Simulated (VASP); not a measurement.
# Hf5N4 in VASP: settings compared

Hf5N4 is run at these levels: PBE, PBEsol; tasks: single point, relaxation of the atoms.

Program: VASP 6.6.1. These are calculated values, not measurements. Logs are shortened: lines on timing, memory, paths and dates and some standing lists are left out, and cuts for length are marked.

**1. The cell of the first run**

The cell holds a slab with vacuum, 9 atoms: a = 3.183 Å, b = 3.183 Å, c = 25.396 Å, α = 90.00°, β = 90.00°, γ = 120.00°.

**2. Single point, PBE**

Contents of INCAR:

```
SYSTEM = Hf5N4
ALGO = Normal
DIPOL = 0.5 0.5 0.500
EDIFF = 1E-6
ENCUT = 520
GGA = PE
IDIPOL = 3
ISIF = 2
ISMEAR = 0
LASPH = .True.
LCHARG = .True.
LDIPOL = .True.
LELF = .True.
LREAL = .False.
LVACPOTAV = .True.
LVHAR = .True.
LWAVE = .False.
NBANDS = 45
NELM = 100
PREC = Accurate
SIGMA = 0.1
```

Contents of KPOINTS:

```
k-points
0
Gamma
  12 12 1
  0 0 0
```

Contents of POSCAR:

```
Hf5N4
1.0
    3.1830776067      0.0000000000      0.0000000000
   -1.5915388034      2.7566260697      0.0000000000
    0.0000000000      0.0000000000     25.3958879309
Hf N
5 4
Direct
    0.3333333333      0.6666666667      0.2953234012
    0.0000000000      0.0000000000      0.3976617006
    0.6666666667      0.3333333333      0.5000000000
    0.3333333333      0.6666666667      0.6023382994
    0.0000000000      0.0000000000      0.7046765988
    0.6666666667      0.3333333333      0.3464925509
    0.3333333333      0.6666666667      0.4488308503
    0.0000000000      0.0000000000      0.5511691497
    0.6666666667      0.3333333333      0.6535074491
```

Potentials or basis: VASP PAW PBE potentials, release 64 (Hf_pv, N).

Run with:

```bash
$ cat potpaw_PBE.64/Hf_pv/POTCAR potpaw_PBE.64/N/POTCAR > POTCAR
$ mpirun -np 1 vasp_std > vasp.out
```

OUTCAR:

```text
SYSTEM = Hf5N4
   EDIFF = 1E-6
   ENCUT = 520
   GGA = PE
   ISIF = 2
   ISMEAR = 0
   LASPH = .True.
   LREAL = .False.
   NELM = 100
   PREC = Accurate

 ion  position               nearest neighbor table
   1  0.333  0.667  0.295-   6 2.25   6 2.25   6 2.25   2 3.18   2 3.18   2 3.18
   2  0.000  0.000  0.398-   6 2.25   7 2.25   6 2.25   7 2.25   6 2.25   7 2.25   1 3.18   3 3.18
                             1 3.18   3 3.18   1 3.18   3 3.18
   3  0.667  0.333  0.500-   7 2.25   8 2.25   7 2.25   8 2.25   8 2.25   7 2.25   4 3.18   2 3.18
                             4 3.18   2 3.18   2 3.18   4 3.18
   4  0.333  0.667  0.602-   9 2.25   8 2.25   9 2.25   8 2.25   8 2.25   9 2.25   3 3.18   5 3.18
                             3 3.18   5 3.18   5 3.18   3 3.18
   5  0.000  0.000  0.705-   9 2.25   9 2.25   9 2.25   4 3.18   4 3.18   4 3.18
   6  0.667  0.333  0.346-   1 2.25   2 2.25   1 2.25   2 2.25   2 2.25   1 2.25
   7  0.333  0.667  0.449-   3 2.25   2 2.25   3 2.25   2 2.25   2 2.25   3 2.25
   8  0.000  0.000  0.551-   3 2.25   4 2.25   3 2.25   4 2.25   3 2.25   4 2.25
   9  0.667  0.333  0.654-   4 2.25   5 2.25   4 2.25   5 2.25   5 2.25   4 2.25

  LATTYP: Found a hexagonal cell.
 ALAT       =     3.1830776067
 C/A-ratio  =     7.9784067713

  Lattice vectors:

 A1 = (   3.1830776067,   0.0000000000,   0.0000000000)
 A2 = (  -1.5915388034,   2.7566260697,   0.0000000000)
 A3 = (   0.0000000000,   0.0000000000,  25.3958879309)

Analysis of symmetry for initial positions (statically):
=====================================================================
 Subroutine PRICEL returns:
 Original cell was already a primitive cell.

 Routine SETGRP: Setting up the symmetry group for a
 hexagonal supercell.

 Subroutine GETGRP returns: Found 12 space group operations
 (whereof  6 operations were pure point group operations)
 out of a pool of 24 trial point group operations.

The static configuration has the point symmetry C_3v.
 The point group associated with its full space group is D_3d.

Analysis of symmetry for dynamics (positions and initial velocities):
=====================================================================
 Subroutine PRICEL returns:
 Original cell was already a primitive cell.

 Routine SETGRP: Setting up the symmetry group for a
 hexagonal supercell.

 Subroutine GETGRP returns: Found 12 space group operations
 (whereof  6 operations were pure point group operations)
 out of a pool of 24 trial point group operations.

The dynamic configuration has the point symmetry C_3v.
 The point group associated with its full space group is D_3d.

 Subroutine INISYM returns: Found 12 space group operations
 (whereof  6 operations are pure point group operations),
 and found     1 'primitive' translations

----------------------------------------------------------------------------------------

                                     Primitive cell

  volume of cell :     222.8376

  direct lattice vectors                    reciprocal lattice vectors
     3.183077607  0.000000000  0.000000000     0.314161363  0.181381148  0.000000000
    -1.591538803  2.756626070  0.000000000     0.000000000  0.362762295  0.000000000
     0.000000000  0.000000000 25.395887931     0.000000000  0.000000000  0.039376453

  length of vectors
     3.183077607  3.183077607 25.395887931     0.362762295  0.362762295  0.039376453

  position of ions in fractional coordinates (direct lattice)
     0.333333333  0.666666667  0.295323401
     0.000000000  0.000000000  0.397661701
     0.666666667  0.333333333  0.500000000
     0.333333333  0.666666667  0.602338299
     0.000000000  0.000000000  0.704676599
     0.666666667  0.333333333  0.346492551
     0.333333333  0.666666667  0.448830850
     0.000000000  0.000000000  0.551169150
     0.666666667  0.333333333  0.653507449

  ion indices of the primitive-cell ions
   primitive index   ion index
                 1           1
                 2           2
                 3           3
                 4           4
                 5           5
                 6           6
                 7           7
                 8           8
                 9           9

----------------------------------------------------------------------------------------

 KPOINTS: k-points

Automatic generation of k-mesh.
 Grid dimensions read from file:
 generate k-points for:   12   12    1

 Generating k-lattice:

  Cartesian coordinates                     Fractional coordinates (reciprocal lattice)
     0.026180114  0.015115096  0.000000000     0.083333333  0.000000000  0.000000000
     0.000000000  0.030230191  0.000000000     0.000000000  0.083333333  0.000000000
     0.000000000  0.000000000  0.039376453     0.000000000  0.000000000  1.000000000

  Length of vectors
     0.030230191  0.030230191  0.039376453

  Shift w.r.t. Gamma in fractional coordinates (k-lattice)
     0.000000000  0.000000000  0.000000000

[... 65 lines left out ...]
 non-spin polarized calculation
 Gauss-broadening in eV      SIGMA  =   0.10
  energy-cutoff  :      520.00
  volume of cell :      222.84
 maximum number of plane-waves:      6037
 NGX is ok and might be reduce to    24
   NGX = 11   NGY = 11   NGZ = 95

 dipolmoment           0.000000      0.000000     -0.000000 electrons x Angstroem

 number of electron      70.0000014 magnetization

 dipolmoment           0.000000      0.000000      0.000000 electrons x Angstroem

 Free energy of the ion-electron system (eV)
  ---------------------------------------------------
  ext. energy  EPLUGINS =         0.00000000
  ---------------------------------------------------
  free energy    TOTEN  =       -94.72253011 eV

  energy without entropy =      -94.68039295  energy(sigma->0) =      -94.70146153

 E-fermi :   1.8406     XC(G=0):  -7.1646

 val. band max:        1.8356299479   @ k =   0.4167  -0.0000   0.0000
 cond. band min:       1.8493281492   @ k =   0.4167  -0.0000   0.0000
 fundamental gap:      0.0136982014
 Fermi energy:         1.8405513911

 k-point     1 :       0.0000    0.0000    0.0000
  band No.  band energies     occupation
      1     -30.1706      2.00000
      2     -29.9011      2.00000
      3     -29.6416      2.00000
      4     -29.3755      2.00000
      5     -29.3755      2.00000
      6     -29.3616      2.00000
[... 37 lines left out ...]
     44       4.0423      0.00000
     45       4.1743      0.00000

 k-point     2 :       0.0833   -0.0000    0.0000
  band No.  band energies     occupation
      1     -30.1490      2.00000
      2     -29.8907      2.00000
      3     -29.6456      2.00000
      4     -29.4319      2.00000
      5     -29.3900      2.00000
      6     -29.3798      2.00000
[... 37 lines left out ...]
     44       4.1006      0.00000
     45       4.1121      0.00000

 k-point     3 :       0.1667    0.0000    0.0000
  band No.  band energies     occupation
      1     -30.0892      2.00000
      2     -29.8707      2.00000
      3     -29.6797      2.00000
      4     -29.5558      2.00000
      5     -29.4931      2.00000
      6     -29.4285      2.00000
[... 37 lines left out ...]
     44       4.1668      0.00000
     45       4.5771      0.00000

 k-point     4 :       0.2500   -0.0000    0.0000
  band No.  band energies     occupation
      1     -30.0097      2.00000
      2     -29.9011      2.00000
      3     -29.7764      2.00000
      4     -29.7053      2.00000
      5     -29.6130      2.00000
      6     -29.4792      2.00000
[... 661 lines left out ...]
     44       5.6239      0.00000
     45       5.7472      0.00000

 k-point    18 :       0.3333    0.2500    0.0000
  band No.  band energies     occupation
      1     -30.0655      2.00000
      2     -29.9730      2.00000
      3     -29.9151      2.00000
      4     -29.8246      2.00000
      5     -29.7186      2.00000
      6     -29.6678      2.00000
[... 37 lines left out ...]
     44       5.4317      0.00000
     45       5.5574      0.00000

 k-point    19 :       0.3333    0.3333    0.0000
  band No.  band energies     occupation
      1     -29.9771      2.00000
      2     -29.9771      2.00000
      3     -29.9225      2.00000
      4     -29.8101      2.00000
      5     -29.7793      2.00000
      6     -29.7793      2.00000
[... 37 lines left out ...]
     44       5.3767      0.00000
     45       5.3767      0.00000

------------------------ aborting loop because EDIFF is reached ----------------------------------------

  FORCE on cell =-STRESS in cart. coord.  units (eV):
  Direction    XX          YY          ZZ          XY          YZ          ZX
  --------------------------------------------------------------------------------------
  -------------------------------------------------------------------------------------
  Total        0.9177040      0.9177040      2.1496377     -0.0000000      0.0000000      0.0000000
  in kB        6.5981885      6.5981885     15.4556529     -0.0000000      0.0000000      0.0000000
  external PRESSURE =       9.5506766 kB  Pullay stress =       0.0000000 kB

 VOLUME and BASIS-vectors are now :
 -----------------------------------------------------------------------------
  energy-cutoff  :      520.00
  volume of cell :      222.84
      direct lattice vectors                 reciprocal lattice vectors
     3.183077607  0.000000000  0.000000000     0.314161363  0.181381148  0.000000000
    -1.591538803  2.756626070  0.000000000     0.000000000  0.362762295  0.000000000
     0.000000000  0.000000000 25.395887931     0.000000000  0.000000000  0.039376453

 POSITION                                       TOTAL-FORCE (eV/Angst)
 -----------------------------------------------------------------------------------
     -0.00000      1.83775      7.50000        -0.000000      0.000000      0.050263
      0.00000      0.00000     10.09897         0.000000      0.000000     -0.775850
      1.59154      0.91888     12.69794        -0.000000      0.000000     -0.000000
     -0.00000      1.83775     15.29692        -0.000000      0.000000      0.775850
      0.00000      0.00000     17.89589         0.000000     -0.000000     -0.050263
      1.59154      0.91888      8.79949         0.000000     -0.000000      0.155086
     -0.00000      1.83775     11.39846         0.000000     -0.000000      0.025075
      0.00000      0.00000     13.99743        -0.000000      0.000000     -0.025075
      1.59154      0.91888     16.59640        -0.000000      0.000000     -0.155086
 -----------------------------------------------------------------------------------
    total drift:                               -0.000000      0.000000      0.000000

  FREE ENERGIE OF THE ION-ELECTRON SYSTEM (eV)
  ---------------------------------------------------
  free  energy   TOTEN  =       -94.7225301074 eV

  energy  without entropy=      -94.6803929505  energy(sigma->0) =      -94.70146153

 vacuum level on the upper side and lower side of the slab         6.328         6.328
```

It took 6.4 min on 1 thread of AMD EPYC 9R45 (Zen 5), shared host; peak memory 0.37 GiB.

What came out:

* Free energy: -94.7225 eV
* Largest force: 0.776 eV/Å
* Band gap on the k mesh: zero (bands 35 and 36 overlap by 0.52 eV)

Forces in eV/Å, atoms in the order of the input:
```
Hf   0.000  0.000  0.050
Hf   0.000  0.000 -0.776
Hf   0.000  0.000  0.000
Hf   0.000  0.000  0.776
Hf   0.000  0.000 -0.050
N    0.000  0.000  0.155
N    0.000  0.000  0.025
N    0.000  0.000 -0.025
N    0.000  0.000 -0.155
```

Levels at points of the mesh, in eV from the Fermi level:
```tsv
k point	band 33	band 34	band 35	band 36	band 37	band 38
(0.00, 0.00, 0.00)	-1.41	-0.20	-0.07	-0.07	0.09	0.55
(0.50, 0.00, 0.00)	-2.04	-0.54	0.30	0.30	1.09	2.03
```

Caveat: spin-orbit coupling is left out, which moves the levels of the heavy elements.

**3. Single point, PBEsol**

Contents of INCAR:

```
SYSTEM = Hf5N4
PREC = Accurate ; ENCUT = 520
EDIFF = 1E-6 ; ISMEAR = 0
SIGMA = 0.5 ; LREAL = .False.
LASPH = .True. ; NELM = 100
ALGO = Normal ; ISIF = 2
LWAVE = .False. ; LCHARG = .False.
LDIPOL = .True. ; IDIPOL = 3
DIPOL = 0.5 0.5 0.500 ; GGA = PS
NBANDS = 45
```

Contents of KPOINTS:

```
regular mesh
0
Gamma
  12 12 1
  0 0 0
```

POSCAR is that of step 2.

Potentials or basis: VASP PAW PBE potentials, release 64 (Hf_pv, N).

Run with:

```bash
$ cat potpaw_PBE.64/Hf_pv/POTCAR potpaw_PBE.64/N/POTCAR > POTCAR
$ mpirun -np 1 vasp_std > vasp.out
```

Wall time 4.8 min (1 thread of AMD EPYC 9R45 (Zen 5), shared host); peak memory 0.37 GiB.

Results (log left out):

| Property | Result |
| --- | --- |
| Free energy | -100.3936 eV |
| Largest force | 0.739 eV/Å |
| Band gap on the k mesh | zero (bands 35 and 36 overlap by 0.55 eV) |

Forces on the atoms (eV/Å):
```
Hf   0.000  0.000  0.522
Hf   0.000  0.000 -0.739
Hf   0.000  0.000  0.000
Hf   0.000  0.000  0.739
Hf   0.000  0.000 -0.522
N    0.000  0.000  0.101
N    0.000  0.000  0.065
N    0.000  0.000 -0.065
N    0.000  0.000 -0.101
```

Levels at points of the mesh, in eV from the Fermi level:
```
           k point  band 32  band 33  band 34  band 35  band 36  band 37  band 38  band 39
(0.00, 0.00, 0.00)    -1.68    -1.36    -0.19    -0.06    -0.06     0.09     0.57     0.75
(0.50, 0.00, 0.00)    -3.44    -2.03    -0.52     0.33     0.34     1.11     2.05     2.40
```

Caveat: so wide a smearing shifts energies and pressures; the PAW data sets were made with another functional, which shifts forces and pressure a little; spin-orbit coupling is left out, which moves the levels of the heavy elements.

**4. Single point, PBEsol**

Contents of INCAR:

```
SYSTEM = Hf5N4
PREC = Accurate
ENCUT = 520
EDIFF = 1E-7
ISMEAR = 0
SIGMA = 0.1
LREAL = .FALSE.
LASPH = .TRUE.
NELM = 100
ALGO = Normal
ISIF = 2
LWAVE = .FALSE.
LCHARG = .FALSE.
LDIPOL = .TRUE.
IDIPOL = 3
DIPOL = 0.5 0.5 0.500
GGA = PS
NBANDS = 45
```

Contents of KPOINTS:

```
regular mesh
0
G
  12 12 1
  0 0 0
```

POSCAR is that of step 3.

Run with:

```bash
$ cat potpaw_PBE.64/Hf_pv/POTCAR potpaw_PBE.64/N/POTCAR > POTCAR
$ mpirun -np 1 vasp_std > vasp.out
```

It took 4 min on 1 thread of AMD EPYC 9R45 (Zen 5), shared host; peak memory 0.37 GiB.

It converged, with:

```yaml
Free_energy: -100.0508 eV
Largest_force: 0.763 eV/Å
Band_gap_on_the_k_mesh: zero (bands 35 and 36 overlap by 0.55 eV)
```

Forces on the atoms (eV/Å):
```
Hf   0.000  0.000  0.546
Hf   0.000  0.000 -0.763
Hf   0.000  0.000  0.000
Hf   0.000  0.000  0.763
Hf   0.000  0.000 -0.546
N    0.000  0.000  0.106
N    0.000  0.000  0.025
N    0.000  0.000 -0.025
N    0.000  0.000 -0.106
```

Levels at points of the mesh, in eV from the Fermi level:
```
           k point  band 33  band 34  band 35  band 36  band 37  band 38
(0.00, 0.00, 0.00)    -1.38    -0.22    -0.09    -0.09     0.07     0.55
(0.50, 0.00, 0.00)    -2.05    -0.54     0.31     0.32     1.10     2.03
```

Caveat: the PAW data sets were made with another functional, which shifts forces and pressure a little; spin-orbit coupling is left out, which moves the levels of the heavy elements.

**5. Relaxation of the atoms, PBEsol**

Contents of INCAR:

```
SYSTEM = Hf5N4
PREC = Accurate ; ENCUT = 520
EDIFF = 1E-6 ; ISMEAR = 0
SIGMA = 0.1 ; LREAL = .FALSE.
LASPH = .TRUE. ; NELM = 100
ALGO = Normal ; ISIF = 2
LWAVE = .FALSE. ; LCHARG = .FALSE.
LDIPOL = .TRUE. ; IDIPOL = 3
DIPOL = 0.5 0.5 0.500 ; GGA = PS
IBRION = 2 ; NSW = 80
EDIFFG = -0.02
```

Contents of KPOINTS:

```
Automatic mesh
0
G
  12 12 1
  0 0 0
```

Changes to POSCAR since step 4:

```diff
@@ -3,4 +3,4 @@
     3.1830776067      0.0000000000      0.0000000000
-   -1.5915388034      2.7566260697      0.0000000000
-    0.0000000000      0.0000000000     25.3958879309
+   -1.5915388033      2.7566260696      0.0000000000
+    0.0000000000      0.0000000000     25.3958879306
 Hf N
```

Run with:

```bash
$ cat potpaw_PBE.64/Hf_pv/POTCAR potpaw_PBE.64/N/POTCAR > POTCAR
$ mpirun -np 1 vasp_std > vasp.out
```

It took 9.8 min on 1 thread of Intel Xeon 6975P-C (Granite Rapids), shared host; peak memory 0.41 GiB.

It converged, with:

- Free energy: -100.1032 eV
- Energy gained by relaxing: 5.8 meV/atom
- Ionic steps: 11
- Largest force after relaxing: 0.008 eV/Å
- Band gap on the k mesh: zero (bands 35 and 36 overlap by 0.52 eV)

Forces in eV/Å, atoms in the order of the input:
```
Hf   0.000  0.000  0.005
Hf   0.000  0.000  0.008
Hf   0.000  0.000  0.000
Hf   0.000  0.000 -0.008
Hf   0.000  0.000 -0.005
N    0.000  0.000 -0.008
N    0.000  0.000  0.000
N    0.000  0.000  0.000
N    0.000  0.000  0.008
```

The path:
```csv
step,energy change (eV),largest force (eV/Å),pressure (GPa)
1,0.0000,0.7632,-2.78
2,-0.0461,0.1728,-2.20
3,-0.0463,0.1476,-2.15
4,-0.0490,0.0634,-2.00
5,-0.0493,0.0700,-1.92
6,-0.0502,0.0583,-1.85
7,-0.0518,0.0334,-1.66
8,-0.0513,0.0787,-1.26
9,-0.0522,0.0329,-1.50
10,-0.0522,0.0537,-1.39
11,-0.0524,0.0084,-1.45
```

Final structure:
```
CELL_PARAMETERS angstrom
3.18308 0.00000 0.00000
-1.59154 2.75663 0.00000
0.00000 0.00000 25.39589
ATOMIC_POSITIONS crystal
Hf 0.33333 0.66667 0.29774
Hf 0.00000 0.00000 0.39689
Hf 0.66667 0.33333 0.50000
Hf 0.33333 0.66667 0.60311
Hf 0.00000 0.00000 0.70226
N 0.66667 0.33333 0.34752
N 0.33333 0.66667 0.44902
N 0.00000 0.00000 0.55098
N 0.66667 0.33333 0.65248
```

Levels at points of the mesh, in eV from the Fermi level:
```tsv
k point	band 32	band 33	band 34	band 35	band 36	band 37	band 38	band 39
(0.00, 0.00, 0.00)	-1.66	-1.36	-0.15	-0.10	-0.10	0.13	0.61	0.61
(0.50, 0.00, 0.00)	-3.46	-2.17	-0.49	0.31	0.32	1.33	2.05	2.38
```

Caveat: the PAW data sets were made with another functional, which shifts forces and pressure a little; spin-orbit coupling is left out, which moves the levels of the heavy elements.

**6. Overview**

| task | level | cell | smearing | gap on the mesh (eV) | largest force (eV/Å) |
| --- | --- | --- | --- | --- | --- |
| single point | PBE | as given | gaussian 0.1 eV | none | 0.78 |
| single point | PBEsol | as given | gaussian 0.5 eV | none | 0.74 |
| single point | PBEsol | as given | gaussian 0.1 eV | none | 0.76 |
| relaxation of the atoms | PBEsol | atoms relaxed | gaussian 0.1 eV | none | 0.01 |

Alike in all rows: potentials or basis VASP PAW PBE potentials, release 64 (Hf_pv, N); no spin polarisation; k mesh 12 × 12 × 1; cutoff (eV) 520.

Caveats: spin-orbit coupling is left out, which moves the levels of the heavy elements; the PAW data sets were made with another functional, which shifts forces and pressure a little (at least some runs); so wide a smearing shifts energies and pressures (at least some runs).

Absolute energies hang on the potentials; compare differences alone.
